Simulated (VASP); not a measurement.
# ZnS3 (P4/mmm) in VASP: notebook

Runs on ZnS3. Level: PBE. Tasks: single point.

Everything below comes from runs of VASP 6.6.1. Logs are shortened: lines on timing, memory, paths and dates and some standing lists are left out, and cuts for length are marked.

## Step 1: The cell of the first run

It takes space group P4/mmm (No. 123, tetragonal). Conventional cell: a = 4.886 Å, b = 4.886 Å, c = 2.678 Å, α = 90.00°, β = 90.00°, γ = 90.00°. Zn (site symmetry 4/mmm) has 2 Zn at 2.68 Å and 12 S at 2.79 to 3.45 Å within 3.5 Å. S (site symmetry 4/mmm) has 10 S at 2.68 to 2.79 Å and 4 Zn at 3.45 Å within 3.5 Å. S (site symmetry mmm) has 10 S at 2.68 to 3.45 Å and 4 Zn at 2.79 Å within 3.5 Å.

The cell was generated, and may not be a known phase.

## Step 2: Single point, PBE

Contents of INCAR:

```
SYSTEM = ZnS3
PREC = Accurate
ENCUT = 520
EDIFF = 1E-6
ISMEAR = 0
SIGMA = 0.1
LREAL = .FALSE.
LASPH = .TRUE.
NELM = 100
ALGO = Normal
ISIF = 2
LWAVE = .FALSE.
LCHARG = .FALSE.
GGA = PE
NBANDS = 23
```

Contents of KPOINTS:

```
Automatic mesh
0
G
  4 4 4
  0 0 0
```

Contents of POSCAR:

```
ZnS3
1.0
    4.8856119723      0.0000000000      0.0000000000
    0.0000000000      4.8856119723      0.0000000000
    0.0000000000      0.0000000000      2.6778059067
Zn S
1 3
Direct
    0.0000000000      0.0000000000      0.0000000000
    0.5000000000      0.5000000000      0.0000000000
    0.0000000000      0.5000000000      0.5000000000
    0.5000000000      0.0000000000      0.5000000000
```

Potentials or basis: VASP PAW PBE potentials, release 64 (Zn, S).

Command:

```console
> cat potpaw_PBE.64/Zn/POTCAR potpaw_PBE.64/S/POTCAR > POTCAR
> mpirun -np 1 vasp_std > vasp.out
```

OUTCAR:

```text
SYSTEM = ZnS3
   PREC = Accurate
   ENCUT = 520
   EDIFF = 1E-6
   ISMEAR = 0
   LREAL = .FALSE.
   LASPH = .TRUE.
   NELM = 100
   ISIF = 2
   GGA = PE

 ion  position               nearest neighbor table
   1  0.000  0.000  0.000-   3 2.79   4 2.79   3 2.79   4 2.79   3 2.79   3 2.79   4 2.79   4 2.79

   2  0.500  0.500  0.000-   3 2.79   4 2.79   3 2.79   4 2.79   4 2.79   4 2.79   3 2.79   3 2.79

   3  0.000  0.500  0.500-   1 2.79   2 2.79   1 2.79   2 2.79   1 2.79   1 2.79   2 2.79   2 2.79

   4  0.500  0.000  0.500-   1 2.79   2 2.79   1 2.79   2 2.79   2 2.79   2 2.79   1 2.79   1 2.79

  LATTYP: Found a simple tetragonal cell.
 ALAT       =     4.8856119723
 C/A-ratio  =     0.5481004062

  Lattice vectors:

 A1 = (   4.8856119723,   0.0000000000,   0.0000000000)
 A2 = (   0.0000000000,   4.8856119723,   0.0000000000)
 A3 = (   0.0000000000,   0.0000000000,   2.6778059067)

Analysis of symmetry for initial positions (statically):
=====================================================================
 Subroutine PRICEL returns:
 Original cell was already a primitive cell.

 Routine SETGRP: Setting up the symmetry group for a
 simple tetragonal supercell.

 Subroutine GETGRP returns: Found 16 space group operations
 (whereof 16 operations were pure point group operations)
 out of a pool of 16 trial point group operations.

The static configuration has the point symmetry D_4h.

Analysis of symmetry for dynamics (positions and initial velocities):
=====================================================================
 Subroutine PRICEL returns:
 Original cell was already a primitive cell.

 Routine SETGRP: Setting up the symmetry group for a
 simple tetragonal supercell.

 Subroutine GETGRP returns: Found 16 space group operations
 (whereof 16 operations were pure point group operations)
 out of a pool of 16 trial point group operations.

The dynamic configuration has the point symmetry D_4h.

 Subroutine INISYM returns: Found 16 space group operations
 (whereof 16 operations are pure point group operations),
 and found     1 'primitive' translations

----------------------------------------------------------------------------------------

                                     Primitive cell
[... 83 lines left out ...]
   LNONCOLLINEAR =      F non collinear calculations
   LSORBIT =      F    spin-orbit coupling
   LASPH  =      T    aspherical Exc in radial PAW
   ENCUT  =  520.0 eV  38.22 Ry    6.18 a.u.   9.08  9.08  4.98*2*pi/ulx,y,z
   NELM   =    100;   NELMIN=  2; NELMDL= -5     # of ELM steps
   EDIFF  = 0.1E-05   stopping-criterion for ELM
   LREAL  =      F    real-space projection
   EDIFFG = 0.1E-04   stopping-criterion for IOM
   NSW    =      0    number of steps for IOM
   IBRION =     -1    ionic relax: 0-MD 1-quasi-New 2-CG
   NFREE  =      0    steps in history (QN), initial steepest desc. (CG)
   ISIF   =      2    stress and relaxation
   ISYM   =      2    0-nonsym 1-usesym 2-fastsym
   POTIM  = 0.5000    time-step for ionic-motion
   TEBEG  =    0.0;   TEEND  =   0.0 temperature during run
   PSTRESS=    0.0 pullay stress
   NELECT =      30.0000    total number of electrons
   NUPDOWN=      -1.0000    fix difference up-down
   EMIN   =  10.00;   EMAX   =-10.00  energy-range for DOS
   EFERMI =   0.00;   METHOD = LEGACY
   ISMEAR =     0;   SIGMA  =   0.10  broadening in eV -4-tet -1-fermi 0-gaus
   EFERMI_NEDOS =   21; number of points for ismear=-14 and -15
   IALGO  =     38    algorithm
   IMIX   =      4    mixing-type and parameters
     AMIX     =   0.40;   BMIX     =  1.00
     AMIX_MAG =   1.60;   BMIX_MAG =  1.00
  volume/ion in A,a.u.               =      15.98       107.83
  Fermi-wavevector in a.u.,A,eV,Ry     =   1.272261  2.404225 22.023046  1.618648
  Thomas-Fermi vector in A             =   2.405149
   LORBIT       =      0    0 simple, 1 ext, 2 COOP (PROOUT), +10 PAW based schemes
   GGA     = PE    functional components
   LHFCALC =     F    Hartree Fock is set to
   AEXX    =    0.0000 exact exchange contribution
   IVDW    =     0    specifies the selected vdW correction
   LEPSILON=     F    determine dielectric tensor
   LRPA    =     F    only Hartree local field effects (RPA)
 non-spin polarized calculation
 Gauss-broadening in eV      SIGMA  =   0.10
  energy-cutoff  :      520.00
  volume of cell :       63.92
 maximum number of plane-waves:      1738
   NGX = 19   NGY = 19   NGZ =  9

 number of electron      30.0000003 magnetization

 Free energy of the ion-electron system (eV)
  ---------------------------------------------------
  ext. energy  EPLUGINS =         0.00000000
  ---------------------------------------------------
  free energy    TOTEN  =       -11.23573606 eV

  energy without entropy =      -11.22854439  energy(sigma->0) =      -11.23214022

 E-fermi :   6.1057     XC(G=0): -11.1054

 val. band max:        6.1051589011   @ k =   0.5000   0.2500   0.5000
 cond. band min:       6.2512789563   @ k =   0.2500   0.2500   0.0000
 fundamental gap:      0.1461200552
 Fermi energy:         6.1056744396

 k-point     1 :       0.0000    0.0000    0.0000
  band No.  band energies     occupation
      1      -9.9320      2.00000
      2      -7.2352      2.00000
      3      -5.4739      2.00000
      4      -1.5165      2.00000
      5      -0.9187      2.00000
      6      -0.7990      2.00000
[... 457 lines left out ...]
     22      13.4179      0.00000
     23      13.7793      0.00000

------------------------ aborting loop because EDIFF is reached ----------------------------------------

  FORCE on cell =-STRESS in cart. coord.  units (eV):
  Direction    XX          YY          ZZ          XY          YZ          ZX
  --------------------------------------------------------------------------------------
  -------------------------------------------------------------------------------------
  Total       -0.0165116     -0.0165116      0.0289253      0.0000000      0.0000000      0.0000000
  in kB       -0.4138871     -0.4138871      0.7250570      0.0000000      0.0000000      0.0000000
  external PRESSURE =      -0.0342390 kB  Pullay stress =       0.0000000 kB

 VOLUME and BASIS-vectors are now :
 -----------------------------------------------------------------------------
  energy-cutoff  :      520.00
  volume of cell :       63.92
      direct lattice vectors                 reciprocal lattice vectors
     4.885611972  0.000000000  0.000000000     0.204682649  0.000000000  0.000000000
     0.000000000  4.885611972  0.000000000     0.000000000  0.204682649  0.000000000
     0.000000000  0.000000000  2.677805907     0.000000000  0.000000000  0.373440061

 POSITION                                       TOTAL-FORCE (eV/Angst)
 -----------------------------------------------------------------------------------
      0.00000      0.00000      0.00000         0.000000      0.000000      0.000000
      2.44281      2.44281      0.00000         0.000000      0.000000      0.000000
      0.00000      2.44281      1.33890         0.000000      0.000000      0.000000
      2.44281      0.00000      1.33890         0.000000      0.000000      0.000000
 -----------------------------------------------------------------------------------
    total drift:                               -0.000000     -0.000000      0.000000

  FREE ENERGIE OF THE ION-ELECTRON SYSTEM (eV)
  ---------------------------------------------------
  free  energy   TOTEN  =       -11.2357360572 eV

  energy  without entropy=      -11.2285443886  energy(sigma->0) =      -11.23214022
```

stdout:

```text
POSCAR found type information on POSCAR ZnS
 POSCAR found :  2 types and       4 ions
 scaLAPACK will be used
 LDA part: xc-table for (Slater+PW92), standard interpolation
 POSCAR, INCAR and KPOINTS ok, starting setup
 FFT: planning ... GRIDC
 FFT: planning ... GRID_SOFT
 FFT: planning ... GRID
 WAVECAR not read
 entering main loop
```

Run time: 8.6 s. Hardware: 1 thread of Intel Xeon 6975P-C (Granite Rapids), shared host; peak memory 0.17 GiB.

Results:

```
Free energy            : -11.2357 eV
Pressure               : 0.0 GPa
Band gap on the k mesh : zero (bands 15 and 16 overlap by 3.57 eV)
```

Caveat: the k points lie up to 0.59 Å⁻¹ apart, too coarse for converged energies and pressures of a metal.

## Step 3: Single point, PBE

This run uses another cell than the first one, of 16.30 Å³/atom.

Contents of INCAR:

```
SYSTEM = ZnS3
PREC = Accurate
ENCUT = 520
EDIFF = 1E-6
ISMEAR = 0
SIGMA = 0.1
LREAL = .False.
LASPH = .True.
NELM = 80
ALGO = Normal
ISIF = 2
LWAVE = .False.
LCHARG = .False.
GGA = PE
NBANDS = 23
```

Contents of KPOINTS:

```
regular mesh
0
Gamma
  4 4 6
  0 0 0
```

Contents of POSCAR:

```
ZnS3
1.0
    4.8535660495      0.0000000000      0.0000000000
    0.0000000000      4.8535660495      0.0000000000
    0.0000000000      0.0000000000      2.7669223898
Zn S
1 3
Direct
    0.0000000000      0.0000000000      0.0000000000
    0.5000000000      0.5000000000      0.0000000000
    0.0000000000      0.5000000000      0.5000000000
    0.5000000000      0.0000000000      0.5000000000
```

Potentials or basis: VASP PAW PBE potentials, release 64 (Zn, S).

Command:

```console
> cat potpaw_PBE.64/Zn/POTCAR potpaw_PBE.64/S/POTCAR > POTCAR
> mpirun -np 1 vasp_std > vasp.out
```

It took 13 s on 1 thread of Intel Xeon 6975P-C (Granite Rapids), shared host; peak memory 0.19 GiB.

Results (log left out):

```yaml
Free_energy: -10.6711 eV
Pressure: 0.0 GPa
Band_gap_on_the_k_mesh: zero (bands 15 and 16 overlap by 3.03 eV)
```

Stress tensor (GPa, compression positive):
```
-0.06  0.00  0.00
 0.00 -0.06  0.00
 0.00  0.00  0.15
```

Levels at points of the mesh, in eV from the Fermi level:
| k point | band 11 | band 12 | band 13 | band 14 | band 15 | band 16 | band 17 | band 18 | band 19 | band 20 |
| --- | --- | --- | --- | --- | --- | --- | --- | --- | --- | --- |
| (0.00, 0.00, 0.00) | -3.31 | -3.31 | -2.34 | 0.17 | 2.03 | 2.79 | 2.79 | 3.17 | 4.21 | 6.83 |
| (0.50, 0.00, 0.00) | -4.57 | -2.07 | -2.01 | 0.67 | 1.62 | 2.14 | 2.82 | 2.84 | 5.04 | 7.02 |
| (0.50, 0.50, 0.00) | -2.06 | -1.95 | -1.76 | -1.28 | 1.43 | 1.74 | 1.74 | 3.69 | 4.01 | 4.01 |
| (0.00, 0.00, 0.50) | -4.46 | -2.81 | -2.81 | -2.59 | -2.59 | -0.60 | -0.60 | 1.65 | 3.31 | 4.27 |
| (0.50, 0.00, 0.50) | -4.96 | -2.95 | -2.34 | -2.31 | -1.52 | 0.43 | 0.53 | 1.13 | 3.08 | 4.12 |
| (0.50, 0.50, 0.50) | -6.46 | -4.57 | -0.95 | -0.30 | -0.23 | 0.43 | 0.43 | 1.11 | 6.25 | 7.02 |

Caveat: the k points lie up to 0.38 Å⁻¹ apart, too coarse for converged energies and pressures of a metal.

The gap in the log of VASP goes by the Fermi energy; the results here count the filled bands.